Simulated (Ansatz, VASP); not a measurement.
**Be: VASP beside Ansatz**

The input INCAR:

```
SYSTEM = Be
PREC = Accurate
ENCUT = 520
EDIFF = 1E-6
ISMEAR = -1
SIGMA = 0.05
LREAL = .FALSE.
LASPH = .TRUE.
NELM = 80
ALGO = Normal
ISIF = 2
LWAVE = .FALSE.
LCHARG = .FALSE.
GGA = CA
NBANDS = 7
```

Contents of KPOINTS:

```
regular mesh
0
G
  21 21 21
  0 0 0
```

Contents of POSCAR:

```
Be
1.0
    0.0000000000      1.3659388634      1.3659388634
    1.3659388634      0.0000000000      1.3659388634
    1.3659388634      1.3659388634      0.0000000000
Be
1
Direct
    0.0000000000      0.0000000000      0.0000000000
```

Input for Ansatz:

```yaml
crystal:
  lattice:
    - [0.0, 1.3659388634, 1.3659388634]
    - [1.3659388634, 0.0, 1.3659388634]
    - [1.3659388634, 1.3659388634, 0.0]
  atoms:
    - { symbol: Be, position: [0.0, 0.0, 0.0] }
kpoints:
  mp_grid: { grid: [21, 21, 21] }
scf:
  occupations: { method: fermi_dirac, width: 0.05 }
hamiltonian:
  xc: lda
  pseudopotentials: { kind: all_electron, lapw: { basis_error: 0.001 } }
output:
  forces: true
  stress: true
  eigenvalues: true
  populations: true
```

Change from the starting cell: volume scaled by 0.68, LAPW.

Alike in both runs: task single point; functional LDA; k mesh 21 × 21 × 21; occupations fermi-dirac, width 0.05 eV; no spin polarisation.

|  | VASP | Ansatz |
| --- | --- | --- |
| version | VASP 6.6.1 | Ansatz 0.2.0 |
| potentials or method | VASP PAW LDA potentials, release 64 (Be), cutoff 520 eV | all-electron LAPW, scalar-relativistic |

```csv
,VASP,Ansatz,Ansatz less VASP
pressure (GPa),97.7,96.1,-1.59
```

LDA's correlation is that of Perdew and Zunger in VASP and of Perdew and Wang (1992) in Ansatz. Both programs put the cell under a high pressure, so it lies far from rest at this level. Ansatz ran all-electron here, and VASP with PAW potentials.

Noted on VASP's run: the cell as given lies far from equilibrium.
